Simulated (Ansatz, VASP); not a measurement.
# One calculation of Pt, two programs

```
Pt
1.0
     0.29774    2.15369    2.15369
     2.15369    0.29774    2.15369
     2.15369    2.15369    0.29774
Pt
1
Direct
  0.00000 0.00000 0.00000
```

Change from the starting cell: equal engineering shear yz, xz and xy +0.1500, equal normal strain along x, y and z +0.0100.

Alike in both runs: task single point; functional PBE; k mesh 20 × 20 × 20; occupations gaussian, width 0.15 eV; no spin polarisation.

|  | VASP | Ansatz |
| --- | --- | --- |
| version | VASP 6.6.1 | Ansatz 0.2.0 |
| potentials or method | VASP PAW PBE potentials, release 64 (Pt), cutoff 520 eV | scalar-relativistic, plane waves, PAW |
| valence electrons in the cell | 10 | 18 |

|  | VASP | Ansatz | Ansatz less VASP |
| --- | --- | --- | --- |
| gap on the k mesh at the Fermi level (eV) | none | none | - |
| pressure (GPa) | 10.4 | 11.0 | +0.56 |
| traceless stress, the component that is largest in VASP (GPa) | -12.80 | -12.84 | -0.041 |

A gap of «none» marks a metal or a gap that the smearing closes. The functional is the same, so the differences come from potentials, cutoffs and numerics. VASP's potentials hold 10 valence electrons a cell and Ansatz's 18, so a difference there can come from the potentials and not from the codes.

Spin-orbit coupling is off throughout.
